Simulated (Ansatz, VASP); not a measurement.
## Two plane-wave programs on AlInSb2

```
Al In Sb
1.0
     4.49844    0.00000    0.00000
     0.00000    4.49844    0.00000
     0.00000    0.00000    6.09898
Al In Sb
1 1 2
Direct
  0.00000 0.00000 0.00000
  0.50000 0.50000 0.50000
  0.00000 0.50000 0.21402
  0.50000 0.00000 0.78598
```

Alike in both runs: task single point; functional LDA; k mesh 8 × 8 × 6; occupations gaussian, width 0.05 eV; no spin polarisation.

|  | VASP | Ansatz |
| --- | --- | --- |
| version | VASP 6.6.1 | Ansatz 0.2.0 |
| potentials or method | VASP PAW LDA potentials, release 64 (Al, In_d, Sb), cutoff 520 eV | scalar-relativistic, plane waves, PAW |
| valence electrons in the cell | 26 | 46 |

Ansatz gave:

* gap on the k mesh at the Fermi level (eV): 0.47
* least direct gap on the mesh (eV): 0.53
* pressure (GPa): 0.0
* traceless stress, the component that is largest in VASP (GPa): 0.13
* rms of the force components (eV/Å): 0.431

Question: What did VASP give for the same quantities?

Answer: gap on the k mesh at the Fermi level (eV): 0.46; least direct gap on the mesh (eV): 0.57; pressure (GPa): 0.2; traceless stress, the component that is largest in VASP (GPa): 0.10; rms of the force components (eV/Å): 0.444.

LDA's correlation is that of Perdew and Zunger in VASP and of Perdew and Wang (1992) in Ansatz. Atom by atom the forces differ by 0.013 eV/Å (rms over components). VASP's potentials hold 26 valence electrons a cell and Ansatz's 46, so a difference there can come from the potentials and not from the codes.

Neither program's run includes spin-orbit coupling.
